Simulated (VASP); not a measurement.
Input of a VASP 6.6.1 run:

INCAR

```
  PREC = Accurate
  ENCUT = 500
  EDIFF = 1E-6
  ISMEAR = 0
  SIGMA = 0.1
  LREAL = False
  LASPH = True
  NELM = 120
  ALGO = Normal
  ISIF = 2
  LWAVE = False
  LCHARG = False
  GGA = CA
  NBANDS = 17
  GGA_COMPAT = False
```

File KPOINTS:

```
Automatic mesh
0
Gamma
  6 6 6
```

POSCAR

```
TePb
1.0
    0.0000000000      3.2708968100      3.2708968100
    3.2708968100      0.0000000000      3.2708968100
    3.2708968100      3.2708968100      0.0000000000
Te Pb
1 1
Direct
    0.0000000000      0.0000000000      0.0000000000
    0.5000000000      0.5000000000      0.5000000000
```

Potentials or basis: VASP PAW LDA potentials, release 64 (Te, Pb_d).

Command:

```console
$ cat potpaw_LDA.64/Te/POTCAR potpaw_LDA.64/Pb_d/POTCAR > POTCAR
$ mpirun -np 1 vasp_std > vasp.out
```

Question: What does it give for the pressure?

Answer: -3.0 GPa.

Question: Estimate the band gap on the k mesh.

Answer: 0.71 eV, direct.

Caveat: spin-orbit coupling is left out, which moves the levels of the heavy elements. A k mesh can miss the band edges.
